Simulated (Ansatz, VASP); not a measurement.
One calculation of ZnCu, two programs

```
Cu Zn
1.0
    -2.57731    0.00000    3.92833
     0.00000    2.57731   -3.92833
     0.00000   -2.57731   -3.92833
Cu Zn
2 2
Direct
  0.50000 0.25000 0.75000
  0.00000 0.50000 0.50000
  0.50000 0.75000 0.25000
  0.00000 0.00000 0.00000
```

Alike in both runs: functional PBE; k mesh 14 × 14 × 14; occupations gaussian, width 0.1 eV; no spin polarisation.

Ansatz relaxed the structure, and its values are those at the end. VASP's run is a single point on that final structure, the one shown.

|  | VASP | Ansatz |
| --- | --- | --- |
| version | VASP 6.6.1 | Ansatz 0.2.0 |
| potentials or method | VASP PAW PBE potentials, release 64 (Cu, Zn), cutoff 520 eV | scalar-relativistic, plane waves, PAW |
| valence electrons in the cell | 46 | 62 |

VASP gave:

| Property | Result |
| --- | --- |
| gap on the k mesh at the Fermi level (eV) | none |
| pressure (GPa) | 0.3 |

Question: Estimate Ansatz's values.

Answer: gap on the k mesh at the Fermi level (eV): none; pressure (GPa): 0.0.

A gap of «none» marks a metal or a gap that the smearing closes. The functional is the same, so the differences come from potentials, cutoffs and numerics. VASP's potentials hold 46 valence electrons a cell and Ansatz's 62, so a difference there can come from the potentials and not from the codes.
